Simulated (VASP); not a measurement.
# MgO (Periclase) (Fm-3m) in VASP: settings compared

MgO (Periclase) is run at these levels: r2SCAN+D3(BJ), r2SCAN; tasks: single point.

Everything below comes from runs of VASP 6.6.1. Logs are shortened: lines on timing, memory, paths and dates and some standing lists are left out, and cuts for length are marked.

**Experimental background.**

From “Electronic structure of alkaline earth and post-transition metal oxides”, 2009, arxiv:0908.1581, for a bulk crystal of MgO: band gap 7.83 eV.

The results are compared with them further down.

## 1. The cell of the first run

It takes space group Fm-3m (No. 225, cubic). The conventional cell has a = 4.204 Å, b = 4.204 Å, c = 4.204 Å, α = 90.00°, β = 90.00°, γ = 90.00°. Within 2.8 Å of Mg (site symmetry m-3m) lie 6 O at 2.10 Å. O (site symmetry m-3m) has 6 Mg at 2.10 Å within 2.8 Å.

## 2. Single point, r2SCAN+D3(BJ)

POSCAR

```
MgO
1.0
    0.0000000000      2.1021680256      2.1021680256
    2.1021680256      0.0000000000      2.1021680256
    2.1021680256      2.1021680256      0.0000000000
Mg O
1 1
Direct
    0.0000000000      0.0000000000      0.0000000000
    0.5000000000      0.5000000000      0.5000000000
```

INCAR.step1

```
SYSTEM = MgO
  ALGO = Normal
  EDIFF = 1E-5
  ENCUT = 660
  GGA = PE
  GGA_COMPAT = .FALSE.
  ISMEAR = 0
  LASPH = .TRUE.
  LCHARG = .FALSE.
  LREAL = .FALSE.
  LWAVE = .TRUE.
  NBANDS = 11
  NELM = 120
  PREC = Accurate
  SIGMA = 0.01
```

INCAR.step2

```
SYSTEM = MgO
  ALGO = Normal
  EDIFF = 1E-6
  ENCUT = 660
  GGA_COMPAT = .FALSE.
  ISIF = 2
  ISMEAR = 0
  ISTART = 1
  IVDW = 12
  LASPH = .TRUE.
  LCHARG = .TRUE.
  LELF = .TRUE.
  LMIXTAU = .TRUE.
  LREAL = .FALSE.
  LVHAR = .TRUE.
  LWAVE = .FALSE.
  METAGGA = R2SCAN
  NBANDS = 11
  NELM = 120
  PREC = Accurate
  SIGMA = 0.01
  VDW_A1 = 0.49484001
  VDW_A2 = 5.73083694
  VDW_S6 = 1.0
  VDW_S8 = 0.78981345
```

KPOINTS

```
k-points
0
G
  8 8 8
  0 0 0
```

Potentials or basis: VASP PAW PBE potentials, release 64 (Mg, O).

Run with:

```sh
> cat potpaw_PBE.64/Mg/POTCAR potpaw_PBE.64/O/POTCAR > POTCAR
> cp INCAR.step1 INCAR
> mpirun -np 1 vasp_std > vasp.out
> cp INCAR.step2 INCAR
> mpirun -np 1 vasp_std > vasp.out
```

OUTCAR:

```text
SYSTEM = MgO
   EDIFF = 1E-6
   ENCUT = 660
   ISIF = 2
   ISMEAR = 0
   ISTART = 1
   IVDW = 12
   LASPH = .TRUE.
   LREAL = .FALSE.
   METAGGA = R2SCAN
   NELM = 120
   PREC = Accurate
 IVDW          = 12

 ion  position               nearest neighbor table
   1  0.000  0.000  0.000-   2 2.10   2 2.10   2 2.10   2 2.10   2 2.10   2 2.10
   2  0.500  0.500  0.500-   1 2.10   1 2.10   1 2.10   1 2.10   1 2.10   1 2.10

  LATTYP: Found a face centered cubic cell.
 ALAT       =     4.2043360512

  Lattice vectors:

 A1 = (   0.0000000000,   2.1021680256,   2.1021680256)
 A2 = (   2.1021680256,   0.0000000000,   2.1021680256)
 A3 = (   2.1021680256,   2.1021680256,   0.0000000000)

Analysis of symmetry for initial positions (statically):
=====================================================================
 Subroutine PRICEL returns:
 Original cell was already a primitive cell.

 Routine SETGRP: Setting up the symmetry group for a
 face centered cubic supercell.

 Subroutine GETGRP returns: Found 48 space group operations
 (whereof 48 operations were pure point group operations)
 out of a pool of 48 trial point group operations.

The static configuration has the point symmetry O_h .

Analysis of symmetry for dynamics (positions and initial velocities):
=====================================================================
 Subroutine PRICEL returns:
 Original cell was already a primitive cell.

 Routine SETGRP: Setting up the symmetry group for a
 face centered cubic supercell.

 Subroutine GETGRP returns: Found 48 space group operations
 (whereof 48 operations were pure point group operations)
 out of a pool of 48 trial point group operations.

The dynamic configuration has the point symmetry O_h .

 Subroutine INISYM returns: Found 48 space group operations
 (whereof 48 operations are pure point group operations),
 and found     1 'primitive' translations

----------------------------------------------------------------------------------------

                                     Primitive cell

  volume of cell :      18.5794

  direct lattice vectors                    reciprocal lattice vectors
     0.000000000  2.102168026  2.102168026    -0.237849684  0.237849684  0.237849684
     2.102168026  0.000000000  2.102168026     0.237849684 -0.237849684  0.237849684
     2.102168026  2.102168026  0.000000000     0.237849684  0.237849684 -0.237849684

  length of vectors
     2.972914532  2.972914532  2.972914532     0.411967737  0.411967737  0.411967737

  position of ions in fractional coordinates (direct lattice)
     0.000000000  0.000000000  0.000000000
     0.500000000  0.500000000  0.500000000

  ion indices of the primitive-cell ions
   primitive index   ion index
                 1           1
                 2           2

[... 86 lines left out ...]
   ISMEAR =     0;   SIGMA  =   0.01  broadening in eV -4-tet -1-fermi 0-gaus
   EFERMI_NEDOS =   21; number of points for ismear=-14 and -15
   IALGO  =     38    algorithm
   IMIX   =      4    mixing-type and parameters
     AMIX     =   0.40;   BMIX     =  1.00
     AMIX_MAG =   1.60;   BMIX_MAG =  1.00
  volume/ion in A,a.u.               =       9.29        62.69
  Fermi-wavevector in a.u.,A,eV,Ry     =   1.236215  2.336108 20.792804  1.528228
  Thomas-Fermi vector in A             =   2.370833
   LORBIT       =      0    0 simple, 1 ext, 2 COOP (PROOUT), +10 PAW based schemes
   METAGGA = R2SCAN    functional components
   LHFCALC =     F    Hartree Fock is set to
   AEXX    =    0.0000 exact exchange contribution
   IVDW    =    12    specifies the selected vdW correction
   LEPSILON=     F    determine dielectric tensor
   LRPA    =     F    only Hartree local field effects (RPA)
 non-spin polarized calculation
 Gauss-broadening in eV      SIGMA  =   0.01
  energy-cutoff  :      660.00
  volume of cell :       18.58
 maximum number of plane-waves:       725
 NGX is ok and might be reduce to    28
   NGX = 13   NGY = 13   NGZ = 13

 number of electron       7.9999999 magnetization

 Free energy of the ion-electron system (eV)
  ---------------------------------------------------
  ext. energy  EPLUGINS =         0.00000000
  ---------------------------------------------------
  free energy    TOTEN  =       -16.16749039 eV

  energy without entropy =      -16.16749039  energy(sigma->0) =      -16.16749039

 E-fermi :   2.8849     XC(G=0): -11.6205

 val. band max:        2.8131396868   @ k =   0.0000   0.0000   0.0000
 cond. band min:       8.4780149682   @ k =   0.0000   0.0000   0.0000
 fundamental gap:      5.6648752814
 Fermi energy:         2.8848685667

 k-point     1 :       0.0000    0.0000    0.0000
  band No.  band energies     occupation
      1     -15.4129      2.00000
      2       2.8131      2.00000
      3       2.8131      2.00000
      4       2.8131      2.00000
      5       8.4780      0.00000
      6      19.6851      0.00000
      7      19.6851      0.00000
      8      19.6851      0.00000
      9      23.8483      0.00000
     10      25.6199      0.00000
     11      25.6199      0.00000
[... 309 lines left out ...]
 k-point    24 :      -0.3750    0.2500    0.1250
  band No.  band energies     occupation
      1     -14.0050      2.00000
      2      -1.2035      2.00000
      3       0.8604      2.00000
      4       1.8004      2.00000
      5      13.4836      0.00000
      6      16.2039      0.00000
      7      17.5231      0.00000
      8      20.9904      0.00000
      9      24.6560      0.00000
     10      26.3890      0.00000
     11      30.6245      0.00000

 [... further k-points ...]

------------------------ aborting loop because EDIFF is reached ----------------------------------------

 Edisp (eV)   -0.27963

 E8    (eV) :    -0.0849

  FORCE on cell =-STRESS in cart. coord.  units (eV):
  Direction    XX          YY          ZZ          XY          YZ          ZX
  --------------------------------------------------------------------------------------
  -------------------------------------------------------------------------------------
  Total      -0.45190    -0.45190    -0.45190     0.00000     0.00000     0.00000
  in kB     -38.96890   -38.96890   -38.96890     0.00000     0.00000     0.00000
  external pressure =      -38.97 kB  Pullay stress =        0.00 kB

 VOLUME and BASIS-vectors are now :
 -----------------------------------------------------------------------------
  energy-cutoff  :      660.00
  volume of cell :       18.58
      direct lattice vectors                 reciprocal lattice vectors
     0.000000000  2.102168026  2.102168026    -0.237849684  0.237849684  0.237849684
     2.102168026  0.000000000  2.102168026     0.237849684 -0.237849684  0.237849684
     2.102168026  2.102168026  0.000000000     0.237849684  0.237849684 -0.237849684

 POSITION                                       TOTAL-FORCE (eV/Angst)
 -----------------------------------------------------------------------------------
      0.00000      0.00000      0.00000        -0.000000      0.000000      0.000000
      2.10217      2.10217      2.10217         0.000000     -0.000000     -0.000000
 -----------------------------------------------------------------------------------
    total drift:                                0.000000      0.000000      0.000000

  FREE ENERGIE OF THE ION-ELECTRON SYSTEM (eV)
  ---------------------------------------------------
  free  energy   TOTEN  =       -16.4471154322 eV

  energy  without entropy=      -16.4471154322  energy(sigma->0) =      -16.44711543
```

It took 36 s on 1 thread of AMD EPYC 9R45 (Zen 5), shared host; peak memory 0.15 GiB.

What came out:

```
Free energy                : -16.4471 eV
Pressure                   : -3.9 GPa
Band gap on the k mesh     : 5.66 eV, direct
Dispersion energy per atom : -0.140 eV
```

Caveat: the PAW data sets were made with another functional, which shifts forces and pressure a little. r2SCAN opens gaps a little over a GGA but as a rule still falls short of measured ones.

## 3. Single point, r2SCAN

POSCAR is that of step 2.

INCAR.step1

```
SYSTEM = MgO
PREC = Accurate
ENCUT = 660
ISMEAR = 1
SIGMA = 0.001
LREAL = .False.
LASPH = .True.
NELM = 120
NBANDS = 11
GGA = PE
ALGO = Normal
EDIFF = 1E-5
LWAVE = .True.
LCHARG = .False.
GGA_COMPAT = .False.
```

INCAR.step2

```
SYSTEM = MgO
PREC = Accurate
ENCUT = 660
EDIFF = 1E-6
ISMEAR = 1
SIGMA = 0.001
LREAL = .False.
LASPH = .True.
NELM = 120
ALGO = Normal
ISIF = 2
LWAVE = .False.
LCHARG = .True.
METAGGA = R2SCAN
LMIXTAU = .True.
LELF = .True.
LVHAR = .True.
NBANDS = 11
ISTART = 1
GGA_COMPAT = .False.
```

KPOINTS

```
regular mesh
0
Gamma
  8 8 8
  0 0 0
```

Potentials or basis: VASP PAW PBE potentials, release 64 (Mg, O).

Run with:

```sh
> cat potpaw_PBE.64/Mg/POTCAR potpaw_PBE.64/O/POTCAR > POTCAR
> cp INCAR.step1 INCAR
> mpirun -np 1 vasp_std > vasp.out
> cp INCAR.step2 INCAR
> mpirun -np 1 vasp_std > vasp.out
```

It took 35 s on 1 thread of AMD EPYC 9R45 (Zen 5), shared host; peak memory 0.14 GiB.

The run converged. Its results:

```
Free energy            : -16.1675 eV
Pressure               : -1.4 GPa
Band gap on the k mesh : 5.66 eV, direct
```

Levels at points of the mesh, in eV from the valence-band top:
```
           k point  band 1  band 2  band 3  band 4  band 5  band 6  band 7  band 8  band 9
(0.00, 0.00, 0.00)  -18.23    0.00    0.00    0.00    5.66   16.87   16.87   16.87   21.04
(0.50, 0.00, 0.00)  -16.97   -4.63   -0.68   -0.68    8.84   13.87   17.49   17.49   22.47
(0.50, 0.50, 0.00)  -16.71   -4.12   -1.38   -1.38   10.05   11.13   14.35   20.46   20.46
```

Caveat: the PAW data sets were made with another functional, which shifts forces and pressure a little.

## 4. Single point, r2SCAN

POSCAR is that of step 3.

INCAR.step1

```
SYSTEM = MgO
ALGO = Normal
EDIFF = 1E-5
ENCUT = 660
GGA = PE
GGA_COMPAT = .False.
ISMEAR = 0
LASPH = .True.
LCHARG = .False.
LREAL = .False.
LWAVE = .True.
NBANDS = 11
NELM = 120
PREC = Accurate
SIGMA = 0.2
```

INCAR.step2

```
SYSTEM = MgO
ALGO = Normal
EDIFF = 1E-6
ENCUT = 660
GGA_COMPAT = .False.
ISIF = 2
ISMEAR = 0
ISTART = 1
LASPH = .True.
LCHARG = .False.
LMIXTAU = .True.
LREAL = .False.
LWAVE = .False.
METAGGA = R2SCAN
NBANDS = 11
NELM = 120
PREC = Accurate
SIGMA = 0.2
```

KPOINTS

```
k-points
0
Gamma
  8 8 8
  0 0 0
```

Run with:

```sh
> cat potpaw_PBE.64/Mg/POTCAR potpaw_PBE.64/O/POTCAR > POTCAR
> cp INCAR.step1 INCAR
> mpirun -np 1 vasp_std > vasp.out
> cp INCAR.step2 INCAR
> mpirun -np 1 vasp_std > vasp.out
```

Wall time 34 s (1 thread of AMD EPYC 9R45 (Zen 5), shared host); peak memory 0.14 GiB.

Results (log left out):

```yaml
Free_energy: -16.1675 eV
Pressure: -1.4 GPa
Band_gap_on_the_k_mesh: 5.66 eV, direct
```

Levels at points of the mesh, in eV from the valence-band top:
```tsv
k point	band 1	band 2	band 3	band 4	band 5	band 6	band 7	band 8	band 9
(0.00, 0.00, 0.00)	-18.23	0.00	0.00	0.00	5.66	16.87	16.87	16.87	21.04
(0.50, 0.00, 0.00)	-16.97	-4.63	-0.68	-0.68	8.84	13.87	17.49	17.49	22.47
(0.50, 0.50, 0.00)	-16.71	-4.12	-1.38	-1.38	10.05	11.13	14.35	20.46	20.46
```

Caveat: the PAW data sets were made with another functional, which shifts forces and pressure a little.

## 5. Single point, r2SCAN

POSCAR is that of step 4.

INCAR.step1

```
PREC = Accurate
ENCUT = 660
ISMEAR = -1
SIGMA = 0.001
LREAL = F
LASPH = T
NELM = 120
NBANDS = 11
GGA = PE
ALGO = Normal
EDIFF = 1E-5
LWAVE = T
LCHARG = F
GGA_COMPAT = F
```

INCAR.step2

```
PREC = Accurate
ENCUT = 660
EDIFF = 1E-6
ISMEAR = -1
SIGMA = 0.001
LREAL = F
LASPH = T
NELM = 120
ALGO = Normal
ISIF = 2
LWAVE = F
LCHARG = T
METAGGA = R2SCAN
LMIXTAU = T
LELF = T
LVHAR = T
NBANDS = 11
ISTART = 1
GGA_COMPAT = F
```

KPOINTS

```
Automatic mesh
0
Gamma
  8 8 8
```

Run with:

```sh
> cat potpaw_PBE.64/Mg/POTCAR potpaw_PBE.64/O/POTCAR > POTCAR
> cp INCAR.step1 INCAR
> mpirun -np 1 vasp_std > vasp.out
> cp INCAR.step2 INCAR
> mpirun -np 1 vasp_std > vasp.out
```

It took 34 s on 1 thread of AMD EPYC 9R45 (Zen 5), shared host; peak memory 0.14 GiB.

It converged, with:

```
Free energy            : -16.1675 eV
Pressure               : -1.4 GPa
Band gap on the k mesh : 5.66 eV, direct
```

Levels at points of the mesh, in eV from the valence-band top:
| k point | band 1 | band 2 | band 3 | band 4 | band 5 | band 6 | band 7 | band 8 | band 9 |
| --- | --- | --- | --- | --- | --- | --- | --- | --- | --- |
| (0.00, 0.00, 0.00) | -18.23 | 0.00 | 0.00 | 0.00 | 5.66 | 16.87 | 16.87 | 16.87 | 21.04 |
| (0.50, 0.00, 0.00) | -16.97 | -4.63 | -0.68 | -0.68 | 8.84 | 13.87 | 17.49 | 17.49 | 22.47 |
| (0.50, 0.50, 0.00) | -16.71 | -4.12 | -1.38 | -1.38 | 10.05 | 11.13 | 14.35 | 20.46 | 20.46 |

Caveat: the PAW data sets were made with another functional, which shifts forces and pressure a little.

## 6. Summary

```tsv
level	smearing	gap on the mesh (eV)	pressure (GPa)
r2SCAN+D3(BJ)	gaussian 0.01 eV	5.66	-3.9
r2SCAN	methfessel-paxton 0.001 eV	5.66	-1.4
r2SCAN	gaussian 0.2 eV	5.66	-1.4
r2SCAN	fermi-dirac 0.001 eV	5.66	-1.4
```

Alike in all rows: task single point; potentials or basis VASP PAW PBE potentials, release 64 (Mg, O); no spin polarisation; cell as given; k mesh 8 × 8 × 8; cutoff (eV) 660.

On the cell as given the gap runs from 5.66 eV (r2SCAN+D3(BJ)) to 5.66 eV (r2SCAN+D3(BJ)). The pressure there spans -3.9 GPa (r2SCAN+D3(BJ)) to -1.4 GPa (r2SCAN); a positive pressure means that this level wants a larger cell, a negative one a smaller.

Caveats: the PAW data sets were made with another functional, which shifts forces and pressure a little.

Absolute energies hang on the potentials; compare differences alone.

## 7. How close it comes

Step 3. A measured gap of MgO is 7.83 eV (quoted in “Electronic structure of alkaline earth and post-transition metal oxides”, 2009, arxiv:0908.1581); the calculated 5.66 eV misses it by -2.17 eV. The value is that of r2SCAN, without temperature or zero-point motion.

Step 4. Against the measured gap of MgO, 7.83 eV (quoted in “Electronic structure of alkaline earth and post-transition metal oxides”, 2009, arxiv:0908.1581), the calculated 5.66 eV is off by -2.17 eV. The value is that of r2SCAN, without temperature or zero-point motion.

Step 5. Measured gap of MgO: 7.83 eV (quoted in “Electronic structure of alkaline earth and post-transition metal oxides”, 2009, arxiv:0908.1581). This calculation gives 5.66 eV (-2.17 eV). The value is that of r2SCAN, without temperature or zero-point motion.
